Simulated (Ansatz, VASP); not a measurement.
## Two plane-wave programs on RbSnTe

File INCAR:

```
SYSTEM = RbSnTe
PREC = Accurate
ENCUT = 600
EDIFF = 1E-6
ISMEAR = 0
SIGMA = 0.1
LREAL = .FALSE.
LASPH = .TRUE.
NELM = 100
ALGO = Fast
ISIF = 3
LWAVE = .FALSE.
LCHARG = .FALSE.
GGA = PE
IBRION = 2
NSW = 90
EDIFFG = -0.04
```

The input KPOINTS:

```
Automatic mesh
0
G
  4 4 2
  0 0 0
```

Contents of POSCAR:

```
RbSnTe
1.0
    4.8685812975      0.0000000000      0.0000000000
    0.0000000000      4.8685812975      0.0000000000
    0.0000000000      0.0000000000      8.4801215884
Rb Sn Te
2 2 2
Direct
    0.0000000000      0.0000000000      0.0000000000
    0.5000000000      0.5000000000      0.0000000000
    0.0000000000      0.5000000000      0.3510000000
    0.5000000000      0.0000000000      0.6490000000
    0.0000000000      0.5000000000      0.7270000000
    0.5000000000      0.0000000000      0.2730000000
```

Input for Ansatz:

```yaml
crystal:
  lattice:
    - [4.8685812975, 0.0, 0.0]
    - [0.0, 4.8685812975, 0.0]
    - [0.0, 0.0, 8.4801215884]
  atoms:
    - { symbol: Rb, position: [0.0, 0.0, 0.0] }
    - { symbol: Rb, position: [0.5, 0.5, 0.0] }
    - { symbol: Sn, position: [0.0, 0.5, 0.351] }
    - { symbol: Sn, position: [0.5, 0.0, 0.649] }
    - { symbol: Te, position: [0.0, 0.5, 0.727] }
    - { symbol: Te, position: [0.5, 0.0, 0.273] }
basis:
  ecutwfc: 420
kpoints:
  mp_grid: { grid: [4, 4, 2] }
hamiltonian:
  xc: pbe
scf:
  occupations: { method: gaussian, width: 0.1 }
  lower_state_search: "off"
output:
  forces: true
  stress: true
  eigenvalues: true
relax:
  adjacent_minimum: "off"
  f_tol: 0.04
  max_steps: 70
  cell: { stress_tol: 0.4 }
```

Alike in both runs: task relaxation of cell and atoms; functional PBE; k mesh 4 × 4 × 2; occupations gaussian, width 0.1 eV; no spin polarisation.

```csv
,VASP,Ansatz
version,VASP 6.6.1,Ansatz 0.2.0
potentials or method,"VASP PAW PBE potentials, release 64 (Rb_sv, Sn_d, Te), cutoff 600 eV","scalar-relativistic, plane waves, PAW"
valence electrons in the cell,58,78
```

```tsv
	VASP	Ansatz	Ansatz less VASP
gap on the k mesh at the Fermi level, each at its own relaxed structure (eV)	none	none	-
relaxed volume (Å³/atom)	36.74	36.69	-0.044
relaxed length of the cell vector where the two differ most in proportion (Å)	5.128	5.122	-0.0060
```

A gap of «none» marks a metal or a gap that the smearing closes. VASP's potentials hold 58 valence electrons a cell and Ansatz's 78, so a difference there can come from the potentials and not from the codes.

The k mesh is coarse, so the values compare programs but aren't converged. Spin-orbit coupling is off throughout.
